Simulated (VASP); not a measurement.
**Na2S: single point with HSE06**

The system is Na2S.

```
CELL_PARAMETERS angstrom
0.00000 3.25543 3.25543
3.25543 0.00000 3.25543
3.25543 3.25543 0.00000
ATOMIC_POSITIONS crystal
S 0.00000 0.00000 0.00000
Na 0.25000 0.25000 0.25000
Na 0.75000 0.75000 0.75000
```

| Property | Result |
| --- | --- |
| Program | VASP 6.6.1 |
| Task | single point |
| Functional | HSE06 |
| Potentials or basis | VASP PAW PBE potentials, release 64 (S, Na_pv) |
| Cutoff | 400 eV |
| k mesh | 4 × 4 × 4 |
| Occupations | gaussian, width 0.01 eV |
| Spin | no spin polarisation |
| Dipole correction | no |
| Grid for exact exchange (PRECFOCK) | Normal |
| Further INCAR settings | ALGO = Normal; EDIFF = 1e-06; NBANDS = 17 |
| Screening parameter | 0.2079 1/Å |

| Quantity | Value |
| --- | --- |
| Pressure | 0.0 GPa |
| Band gap on the k mesh | 3.52 eV, direct |

Levels at points of the mesh, in eV from the valence-band top:
| k point | band 6 | band 7 | band 8 | band 9 | band 10 | band 11 | band 12 | band 13 | band 14 | band 15 |
| --- | --- | --- | --- | --- | --- | --- | --- | --- | --- | --- |
| (0.00, 0.00, 0.00) | -24.48 | -11.21 | 0.00 | 0.00 | 0.00 | 3.52 | 8.96 | 8.96 | 8.96 | 10.62 |
| (0.50, 0.00, 0.00) | -24.50 | -10.93 | -1.78 | -0.15 | -0.15 | 5.95 | 7.60 | 8.29 | 8.29 | 12.64 |
| (0.50, 0.50, 0.00) | -24.46 | -10.84 | -1.59 | -0.51 | -0.51 | 4.78 | 7.18 | 9.92 | 11.15 | 11.15 |

Wall time 2.1 min on 1 thread of Intel(R) Xeon(R) 6975P-C (Granite Rapids), with other jobs on the host, peak memory 0.26 GiB.

Caveat: the PAW data sets were made with another functional, which shifts forces and pressure a little.
